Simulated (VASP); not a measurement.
Input of a VASP 6.6.1 run:

The input INCAR:

```
SYSTEM = SiO
PREC = Accurate
ENCUT = 520
EDIFF = 1E-7
ISMEAR = -1
SIGMA = 0.05
LREAL = .FALSE.
LASPH = .TRUE.
NELM = 80
ALGO = Normal
ISIF = 2
LWAVE = .FALSE.
LCHARG = .FALSE.
GGA = PE
NBANDS = 12
```

KPOINTS

```
Automatic mesh
0
G
  8 8 8
  0 0 0
```

POSCAR

```
SiO
1.0
    0.0000000000      2.4093036000      2.4336400000
    2.4093036000      0.0000000000      2.4336400000
    2.4093036000      2.4093036000      0.0000000000
Si O
1 1
Direct
    0.7500000000      0.7500000000      0.7500000000
    0.0000000000      0.0000000000      0.0000000000
```

Potentials or basis: VASP PAW PBE potentials, release 64 (Si, O).

Command:

```sh
$ cat potpaw_PBE.64/Si/POTCAR potpaw_PBE.64/O/POTCAR > POTCAR
$ mpirun -np 1 vasp_std > vasp.out
```

Problem. Predict the pressure.

Solution. 1.3 GPa.

Problem. Estimate the band gap on the k mesh.

Solution. Zero (bands 5 and 6 overlap by 0.58 eV).

Stress tensor (GPa, compression positive):
```
1.17 0.00 0.00
0.00 1.17 0.00
0.00 0.00 1.49
```
